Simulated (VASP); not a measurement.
# C (Fd-3m) in VASP: further runs, part 2 of 2

VASP 6.6.1.

## Step 3: G0W0 quasiparticle levels, PBE

This run uses another cell than the first one, of 5.64 Å³/atom, 1.005 times its volume.

POSCAR reads:

```
C
1.0
    0.0000000000      1.7801241426      1.7801241426
    1.7801241426      0.0000000000      1.7801241426
    1.7801241426      1.7801241426      0.0000000000
C
2
Direct
    0.0000000000      0.0000000000      0.0000000000
    0.2500000000      0.2500000000      0.2500000000
```

INCAR.step1 reads:

```
SYSTEM = C
PREC = Accurate
ENCUT = 500
EDIFF = 1E-8
ISMEAR = 0
SIGMA = 0.01
LREAL = .False.
LASPH = .True.
NELM = 100
ALGO = Normal
LWAVE = .True.
LCHARG = .False.
GGA = PE
```

INCAR.step2 reads:

```
SYSTEM = C
PREC = Accurate
ENCUT = 500
EDIFF = 1E-8
ISMEAR = 0
SIGMA = 0.01
LREAL = .False.
LASPH = .True.
NELM = 1
ALGO = Exact
LWAVE = .True.
LCHARG = .False.
GGA = PE
NBANDS = 37
LOPTICS = .True.
ISTART = 1
```

INCAR.step3 reads:

```
SYSTEM = C
PREC = Accurate
ENCUT = 500
EDIFF = 1E-8
ISMEAR = 0
SIGMA = 0.01
LREAL = .False.
LASPH = .True.
ALGO = EVGW0
LWAVE = .False.
LCHARG = .False.
GGA = PE
NELMGW = 1
NBANDS = 37
ENCUTGW = 120.0
NOMEGA = 48
PRECFOCK = Fast
ISTART = 1
NBANDSGW = 12
```

KPOINTS reads:

```
Automatic mesh
0
Gamma
  6 6 6
  0 0 0
```

Potentials or basis: VASP PAW PBE potentials, release 64 (C_GW).

The run is started by

```bash
> cat potpaw_PBE.64/C_GW/POTCAR > POTCAR
> cp INCAR.step1 INCAR
> mpirun -np 1 vasp_std > vasp.out
> cp INCAR.step2 INCAR
> mpirun -np 1 vasp_std > vasp.out
> cp INCAR.step3 INCAR
> mpirun -np 1 vasp_std > vasp.out
```

OUTCAR:

```text
SYSTEM = C
   PREC = Accurate
   ENCUT = 500
   EDIFF = 1E-8
   ISMEAR = 0
   LREAL = .False.
   LASPH = .True.
   GGA = PE
   NELMGW = 1
   ENCUTGW = 120.0
   PRECFOCK = Fast
   ISTART = 1

 ion  position               nearest neighbor table
   1  0.000  0.000  0.000-   2 1.54   2 1.54   2 1.54   2 1.54
   2  0.250  0.250  0.250-   1 1.54   1 1.54   1 1.54   1 1.54

  LATTYP: Found a face centered cubic cell.
 ALAT       =     3.5602482852

  Lattice vectors:

 A1 = (   0.0000000000,   1.7801241426,   1.7801241426)
 A2 = (   1.7801241426,   0.0000000000,   1.7801241426)
 A3 = (   1.7801241426,   1.7801241426,   0.0000000000)

Analysis of symmetry for initial positions (statically):
=====================================================================
[... 159 lines left out ...]
   ENCUTLF             =  -1.0    cutoff for local field effects
   NELMGW              =     1    number of iterations in solving QP/BSE equation
   NELMHF              =     1    number of iterations in the inner HF iteration
   NKREDLFX            =     1    NKREDLFY  =   1   NKREDLFZ  =   1
 non-spin polarized calculation
 Gauss-broadening in eV      SIGMA  =   0.01
  energy-cutoff  :      500.00
  volume of cell :       11.28
 maximum number of plane-waves:       302
  NGX = 12; NGY = 12; NGZ = 12
   NGX =  9   NGY =  9   NGZ =  9
 maximum number of plane-waves:        40
 NGX is ok and might be reduce to    10

 QP shifts <psi_nk| G(iteration)W_0 |psi_nk>: iteration 1
 for sc-GW calculations column KS-energies equals QP-energies in previous step
 and V_xc(KS)=  KS-energies - (<T + V_ion + V_H > + <T+V_H+V_ion>^1  + <V_x>^1)

 k-point   1 :       0.0000    0.0000    0.0000
  band No.  KS-energies  QP-energies   sigma(KS)   V_xc(KS)     V^pw_x(r,r')   Z            occupation Imag(sigma)

      1     -11.7046     -13.1962     -16.7647     -14.7920     -25.4559       0.7561       2.0000       1.4745
      2       9.8438       9.5315     -17.1920     -16.8145     -19.2155       0.8272       2.0000       0.0768
      3       9.8438       9.5315     -17.1920     -16.8145     -19.2155       0.8272       2.0000       0.0768
      4       9.8438       9.5315     -17.1920     -16.8145     -19.2155       0.8272       2.0000       0.0768
      5      15.4505      16.7730     -13.9319     -15.5365      -9.3291       0.8242       0.0000      -0.1084
      6      15.4505      16.7730     -13.9319     -15.5365      -9.3291       0.8242       0.0000      -0.1084
      7      15.4505      16.7730     -13.9319     -15.5365      -9.3291       0.8242       0.0000      -0.1084
      8      23.2911      24.6104     -14.6838     -16.3841      -7.7685       0.7759       0.0000      -0.2556
      9      29.2089      29.7071     -11.2761     -11.8925      -4.3427       0.8082       0.0000      -0.4201
     10      36.4414      37.7730     -12.3061     -13.9081      -5.9182       0.8312       0.0000      -0.5903
     11      36.4414      37.7730     -12.3061     -13.9081      -5.9182       0.8312       0.0000      -0.5903
     12      37.4454      38.0748     -10.7769     -11.5373      -3.2737       0.8278       0.0000      -1.0401
[... 228 lines left out ...]
      1      -2.4120      -3.5666     -17.3200     -15.8009     -23.3944       0.7600       2.0000       0.4209
      2      -2.4120      -3.5666     -17.3200     -15.8009     -23.3944       0.7600       2.0000       0.4209
      3       1.9896       1.0679     -16.2880     -15.1269     -20.2840       0.7939       2.0000       0.1815
      4       1.9896       1.0679     -16.2880     -15.1269     -20.2840       0.7939       2.0000       0.1815
      5      18.0912      19.1538     -12.9612     -14.2519      -7.6327       0.8233       0.0000      -0.1393
      6      18.0912      19.1538     -12.9612     -14.2519      -7.6327       0.8233       0.0000      -0.1393
      7      24.4266      26.0740     -14.1297     -16.2511      -6.9648       0.7766       0.0000      -0.2976
      8      24.4266      26.0740     -14.1297     -16.2511      -6.9648       0.7766       0.0000      -0.2976
      9      31.6282      33.0956     -13.4140     -15.2864      -5.4953       0.7837       0.0000      -0.6256
     10      31.6282      33.0956     -13.4140     -15.2864      -5.4953       0.7837       0.0000      -0.6256
     11      40.6171      41.7868     -11.9702     -13.4156      -4.2605       0.8092       0.0000      -1.0760
     12      40.6171      41.7868     -11.9702     -13.4156      -4.2605       0.8092       0.0000      -1.0760
```

OUTCAR.step1:

```text
SYSTEM = C
   PREC = Accurate
   ENCUT = 500
   EDIFF = 1E-8
   ISMEAR = 0
[... 389 lines left out ...]
      0.00000      0.00000      0.00000        -0.000000     -0.000000     -0.000000
      0.89006      0.89006      0.89006         0.000000      0.000000      0.000000
 -----------------------------------------------------------------------------------
    total drift:                               -0.000000     -0.000000     -0.000000

  FREE ENERGIE OF THE ION-ELECTRON SYSTEM (eV)
  ---------------------------------------------------
  free  energy   TOTEN  =       -18.1920101466 eV

  energy  without entropy=      -18.1920101466  energy(sigma->0) =      -18.19201015
```

It took 47 s on 1 thread of Intel Xeon Platinum 8259CL at 2.50GHz (Skylake/Cascade Lake), shared host; peak memory 0.17 GiB.

Results:

```yaml
Band_gap_on_the_k_mesh_mean-field_level: 4.17 eV, indirect (least direct gap 5.61 eV)
Quasiparticle_gap: 5.36 eV
Least_direct_quasiparticle_gap: 7.24 eV
```

Caveat: the k points lie up to 0.51 Å⁻¹ apart; the cutoff is under 1.25 times the usual one of these potentials, so pressure, stress and relaxed cells hold a basis-set (Pulay) error; bands, screening cutoff and mesh are small and nothing is extrapolated, so the quasiparticle values aren't converged. A k mesh can miss the band edges.
